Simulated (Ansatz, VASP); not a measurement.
## One calculation of SiO2, two programs

```
CELL_PARAMETERS angstrom
-2.37405 2.37405 3.74400
2.37405 -2.37405 3.74400
2.37405 2.37405 -3.74400
ATOMIC_POSITIONS crystal
Si 0.00000 0.00000 0.00000
Si 0.75000 0.25000 0.50000
O 0.99838 0.62500 0.87338
O 0.37500 0.24838 0.37338
O 0.75162 0.12500 0.12662
O 0.87500 0.00162 0.62662
```

Alike in both runs: task relaxation of cell and atoms; functional PBEsol; k mesh 8 × 8 × 8; occupations gaussian, width 0.02 eV; no spin polarisation.

|  | VASP | Ansatz |
| --- | --- | --- |
| version | VASP 6.6.1 | Ansatz 0.2.0 |
| potentials or method | VASP PAW PBE potentials, release 64 (Si, O), cutoff 600 eV | scalar-relativistic, plane waves, PAW |
| valence electrons in the cell | 32 | 32 |

```tsv
	VASP	Ansatz	Ansatz less VASP
gap on the k mesh at the Fermi level, each at its own relaxed structure (eV)	5.79	5.82	+0.028
relaxed volume (Å³/atom)	15.28	15.16	-0.120
relaxed cell length with the largest relative difference (Å)	5.096	5.085	-0.0108
```

VASP's potentials were made for PBE, not for PBEsol.
